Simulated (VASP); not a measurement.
# ZnS (F-43m) in VASP: further runs, part 2 of 2

VASP 6.6.1. Earlier steps stand in the parts before.

## 3. Single point, PBE (volume changed by +3%)

INCAR reads:

```
ALGO = Normal
EDIFF = 1E-6
ENCUT = 500
GGA = PE
GGA_COMPAT = False
ISIF = 2
ISMEAR = 0
LASPH = True
LCHARG = False
LREAL = False
LWAVE = False
NBANDS = 16
NELM = 120
PREC = Accurate
SIGMA = 0.01
```

KPOINTS reads:

```
k-points
0
Gamma
  6 6 6
```

POSCAR reads:

```
ZnS
1.0
    0.0000000000      2.7484463466      2.7484463466
    2.7484463466      0.0000000000      2.7484463466
    2.7484463466      2.7484463466      0.0000000000
Zn S
1 1
Direct
    0.2500000000      0.2500000000      0.2500000000
    0.0000000000      0.0000000000      0.0000000000
```

Potentials or basis: VASP PAW PBE potentials, release 64 (Zn, S).

On the command line:

```console
$ cat potpaw_PBE.64/Zn/POTCAR potpaw_PBE.64/S/POTCAR > POTCAR
$ mpirun -np 1 vasp_std > vasp.out
```

OUTCAR:

```text
EDIFF = 1E-6
   ENCUT = 500
   GGA = PE
   ISIF = 2
   ISMEAR = 0
   LASPH = True
   LREAL = False
   NELM = 120
   PREC = Accurate

 ion  position               nearest neighbor table
   1  0.250  0.250  0.250-   2 2.38   2 2.38   2 2.38   2 2.38
   2  0.000  0.000  0.000-   1 2.38   1 2.38   1 2.38   1 2.38

  LATTYP: Found a face centered cubic cell.
 ALAT       =     5.4968926932

  Lattice vectors:

 A1 = (   0.0000000000,   2.7484463466,   2.7484463466)
 A2 = (   2.7484463466,   0.0000000000,   2.7484463466)
 A3 = (   2.7484463466,   2.7484463466,   0.0000000000)

Analysis of symmetry for initial positions (statically):
=====================================================================
 Subroutine PRICEL returns:
 Original cell was already a primitive cell.

 Routine SETGRP: Setting up the symmetry group for a
 face centered cubic supercell.

 Subroutine GETGRP returns: Found 24 space group operations
 (whereof 24 operations were pure point group operations)
 out of a pool of 48 trial point group operations.

The static configuration has the point symmetry T_d .

Analysis of symmetry for dynamics (positions and initial velocities):
=====================================================================
 Subroutine PRICEL returns:
 Original cell was already a primitive cell.

 Routine SETGRP: Setting up the symmetry group for a
 face centered cubic supercell.

 Subroutine GETGRP returns: Found 24 space group operations
 (whereof 24 operations were pure point group operations)
 out of a pool of 48 trial point group operations.

The dynamic configuration has the point symmetry T_d .

 Subroutine INISYM returns: Found 24 space group operations
 (whereof 24 operations are pure point group operations),
 and found     1 'primitive' translations

----------------------------------------------------------------------------------------

                                     Primitive cell

  volume of cell :      41.5233

  direct lattice vectors                    reciprocal lattice vectors
     0.000000000  2.748446347  2.748446347    -0.181920961  0.181920961  0.181920961
     2.748446347  0.000000000  2.748446347     0.181920961 -0.181920961  0.181920961
     2.748446347  2.748446347  0.000000000     0.181920961  0.181920961 -0.181920961

  length of vectors
     3.886890099  3.886890099  3.886890099     0.315096347  0.315096347  0.315096347

  position of ions in fractional coordinates (direct lattice)
     0.250000000  0.250000000  0.250000000
     0.000000000  0.000000000  0.000000000

  ion indices of the primitive-cell ions
   primitive index   ion index
                 1           1
                 2           2

----------------------------------------------------------------------------------------

 KPOINTS: k-points

Automatic generation of k-mesh.
 Grid dimensions read from file:
 generate k-points for:    6    6    6

 Generating k-lattice:

  Cartesian coordinates                     Fractional coordinates (reciprocal lattice)
    -0.030320160  0.030320160  0.030320160     0.166666667  0.000000000  0.000000000
     0.030320160 -0.030320160  0.030320160     0.000000000  0.166666667  0.000000000
     0.030320160  0.030320160 -0.030320160     0.000000000  0.000000000  0.166666667

  Length of vectors
     0.052516058  0.052516058  0.052516058

  Shift w.r.t. Gamma in fractional coordinates (k-lattice)
     0.000000000  0.000000000  0.000000000

 Subroutine IBZKPT returns following result:
 ===========================================

 Found     16 irreducible k-points:

 Following reciprocal coordinates:
            Coordinates               Weight
  0.000000  0.000000  0.000000      1.000000
  0.166667  0.000000  0.000000      8.000000
  0.333333  0.000000  0.000000      8.000000
  0.500000  0.000000  0.000000      4.000000
  0.166667  0.166667  0.000000      6.000000
  0.333333  0.166667  0.000000     24.000000
[... 8 lines left out ...]
 -0.333333  0.333333  0.166667     24.000000
 -0.333333  0.500000  0.166667     12.000000
   k-points           NKPTS =     16   k-points in BZ     NKDIM =     16   number of bands    NBANDS=     16
   number of dos      NEDOS =    301   number of ions     NIONS =      2
   total plane-waves  NPLWV =  21952
   dimension x,y,z NGX =    28 NGY =   28 NGZ =   28
   dimension x,y,z NGXF=    56 NGYF=   56 NGZF=   56
   ions per type =               1   1
   NGX,Y,Z   is equivalent  to a cutoff of  11.98, 11.98, 11.98 a.u.
   NGXF,Y,Z  is equivalent  to a cutoff of  23.95, 23.95, 23.95 a.u.
 SYSTEM =  unknown system
   PREC   = accura    normal or accurate (medium, high low for compatibility)
   ISTART =      0    job   : 0-new  1-cont  2-samecut
   ICHARG =      2    charge: 1-file 2-atom 10-const
   ISPIN  =      1    spin polarized calculation?
   LNONCOLLINEAR =      F non collinear calculations
   LSORBIT =      F    spin-orbit coupling
   LASPH  =      T    aspherical Exc in radial PAW
   ENCUT  =  500.0 eV  36.75 Ry    6.06 a.u.   7.09  7.09  7.09*2*pi/ulx,y,z
   NELM   =    120;   NELMIN=  2; NELMDL= -5     # of ELM steps
   EDIFF  = 0.1E-05   stopping-criterion for ELM
   LREAL  =      F    real-space projection
   EDIFFG = 0.1E-04   stopping-criterion for IOM
   NSW    =      0    number of steps for IOM
   IBRION =     -1    ionic relax: 0-MD 1-quasi-New 2-CG
   NFREE  =      0    steps in history (QN), initial steepest desc. (CG)
   ISIF   =      2    stress and relaxation
   ISYM   =      2    0-nonsym 1-usesym 2-fastsym
   POTIM  = 0.5000    time-step for ionic-motion
   TEBEG  =    0.0;   TEEND  =   0.0 temperature during run
   PSTRESS=    0.0 pullay stress
   NELECT =      18.0000    total number of electrons
   NUPDOWN=      -1.0000    fix difference up-down
   EMIN   =  10.00;   EMAX   =-10.00  energy-range for DOS
   EFERMI =   0.00;   METHOD = LEGACY
   ISMEAR =     0;   SIGMA  =   0.01  broadening in eV -4-tet -1-fermi 0-gaus
   EFERMI_NEDOS =   21; number of points for ismear=-14 and -15
   IALGO  =     38    algorithm
   IMIX   =      4    mixing-type and parameters
     AMIX     =   0.40;   BMIX     =  1.00
     AMIX_MAG =   1.60;   BMIX_MAG =  1.00
  volume/ion in A,a.u.               =      20.76       140.11
  Fermi-wavevector in a.u.,A,eV,Ry     =   1.238992  2.341355 20.886310  1.535100
  Thomas-Fermi vector in A             =   2.373494
   LORBIT       =      0    0 simple, 1 ext, 2 COOP (PROOUT), +10 PAW based schemes
   GGA     = PE    functional components
   LHFCALC =     F    Hartree Fock is set to
   AEXX    =    0.0000 exact exchange contribution
   IVDW    =     0    specifies the selected vdW correction
   LEPSILON=     F    determine dielectric tensor
   LRPA    =     F    only Hartree local field effects (RPA)
 non-spin polarized calculation
 Gauss-broadening in eV      SIGMA  =   0.01
  energy-cutoff  :      500.00
  volume of cell :       41.52
 maximum number of plane-waves:      1067
   NGX = 15   NGY = 15   NGZ = 15

 number of electron      17.9999990 magnetization

 Free energy of the ion-electron system (eV)
  ---------------------------------------------------
  ext. energy  EPLUGINS =         0.00000000
  ---------------------------------------------------
  free energy    TOTEN  =        -6.84342733 eV

  energy without entropy =       -6.84342733  energy(sigma->0) =       -6.84342733

 E-fermi :   1.6923     XC(G=0):  -9.3904

 val. band max:        1.6468201044   @ k =   0.0000   0.0000   0.0000
 cond. band min:       3.5390987845   @ k =   0.0000   0.0000   0.0000
 fundamental gap:      1.8922786801
 Fermi energy:         1.6922901611

 k-point     1 :       0.0000    0.0000    0.0000
  band No.  band energies     occupation
      1     -11.1505      2.00000
      2      -4.5054      2.00000
      3      -4.5054      2.00000
      4      -4.5054      2.00000
      5      -4.0662      2.00000
      6      -4.0662      2.00000
[... 8 lines left out ...]
     15      13.3460      0.00000
     16      13.3460      0.00000
[... 267 lines left out ...]
 k-point    16 :      -0.3333    0.5000    0.1667
  band No.  band energies     occupation
      1     -10.0302      2.00000
      2      -4.4018      2.00000
      3      -4.2463      2.00000
      4      -4.1629      2.00000
      5      -4.0446      2.00000
      6      -3.7520      2.00000
[... 8 lines left out ...]
     15      15.3719      0.00000
     16      16.2330      0.00000

------------------------ aborting loop because EDIFF is reached ----------------------------------------

  FORCE on cell =-STRESS in cart. coord.  units (eV):
  Direction    XX          YY          ZZ          XY          YZ          ZX
  --------------------------------------------------------------------------------------
  -------------------------------------------------------------------------------------
  Total       -0.4569528     -0.4569528     -0.4569528     -0.0000000     -0.0000000      0.0000000
  in kB      -17.6315372    -17.6315372    -17.6315372     -0.0000000     -0.0000000      0.0000000
  external PRESSURE =     -17.6315372 kB  Pullay stress =       0.0000000 kB

 VOLUME and BASIS-vectors are now :
 -----------------------------------------------------------------------------
  energy-cutoff  :      500.00
  volume of cell :       41.52
      direct lattice vectors                 reciprocal lattice vectors
     0.000000000  2.748446347  2.748446347    -0.181920961  0.181920961  0.181920961
     2.748446347  0.000000000  2.748446347     0.181920961 -0.181920961  0.181920961
     2.748446347  2.748446347  0.000000000     0.181920961  0.181920961 -0.181920961

 POSITION                                       TOTAL-FORCE (eV/Angst)
 -----------------------------------------------------------------------------------
      1.37422      1.37422      1.37422        -0.000000     -0.000000     -0.000000
      0.00000      0.00000      0.00000         0.000000      0.000000      0.000000
 -----------------------------------------------------------------------------------
    total drift:                               -0.000000     -0.000000     -0.000001

  FREE ENERGIE OF THE ION-ELECTRON SYSTEM (eV)
  ---------------------------------------------------
  free  energy   TOTEN  =        -6.8434273319 eV

  energy  without entropy=       -6.8434273319  energy(sigma->0) =       -6.84342733
```

OSZICAR:

```text
N       E                     dE             d eps       ncg     rms          rms(c)
DAV:   1     0.816202311030E+02    0.81620E+02   -0.81574E+03   512   0.125E+03
DAV:   2    -0.191118528684E+01   -0.83531E+02   -0.78136E+02   592   0.252E+02
DAV:   3    -0.721610726110E+01   -0.53049E+01   -0.52710E+01   632   0.604E+01
DAV:   4    -0.727238235792E+01   -0.56275E-01   -0.56250E-01   624   0.639E+00
DAV:   5    -0.727295627410E+01   -0.57392E-03   -0.57391E-03   640   0.625E-01    0.624E+00
DAV:   6    -0.686247273709E+01    0.41048E+00   -0.74051E-01   776   0.290E+01    0.492E+00
DAV:   7    -0.684365099615E+01    0.18822E-01   -0.23316E-01   552   0.424E+00    0.256E+00
DAV:   8    -0.684295342825E+01    0.69757E-03   -0.47929E-03   688   0.717E-01    0.660E-01
DAV:   9    -0.684325297951E+01   -0.29955E-03   -0.11518E-03   592   0.273E-01    0.105E-01
DAV:  10    -0.684342952541E+01   -0.17655E-03   -0.20031E-04   624   0.139E-01    0.540E-02
DAV:  11    -0.684342612696E+01    0.33984E-05   -0.34679E-05   624   0.930E-02    0.636E-03
DAV:  12    -0.684342730239E+01   -0.11754E-05   -0.36883E-06   640   0.227E-02    0.459E-03
DAV:  13    -0.684342733188E+01   -0.29494E-07   -0.71264E-07   496   0.944E-03
   1 F= -.68434273E+01 E0= -.68434273E+01  d E =-.822047E-13
```

Wall time 15 s (1 thread of Intel Xeon 8259CL, shared host); peak memory 0.15 GiB.

What came out:

| Quantity | Value |
| --- | --- |
| Free energy | -6.8434 eV |
| Pressure | -1.8 GPa |
| Band gap on the k mesh | 1.89 eV, direct |

Levels at points of the mesh, in eV from the valence-band top:
```csv
k point,band 5,band 6,band 7,band 8,band 9,band 10,band 11,band 12,band 13,band 14
"(0.00, 0.00, 0.00)",-5.71,-5.71,0.00,0.00,0.00,1.89,6.42,6.42,6.42,11.58
"(0.50, 0.00, 0.00)",-5.69,-5.53,-4.96,-0.79,-0.79,3.21,6.95,6.95,8.68,11.94
"(0.50, 0.50, 0.00)",-5.65,-5.51,-4.36,-2.04,-2.04,3.52,4.07,10.63,11.62,11.62
```

## 4. How close it comes

Step 2. A measured gap of ZnS is 3.85 eV (direct; 19 K; quoted in “Electronic, vibrational, and thermodynamic properties of ZnS (zincblende and rocksalt structure)”, 2009, arxiv:0911.5022); the calculated 2.02 eV misses it by -1.83 eV. The value is that of PBE, without temperature or zero-point motion. Semilocal functionals fall short of measured gaps as a rule.
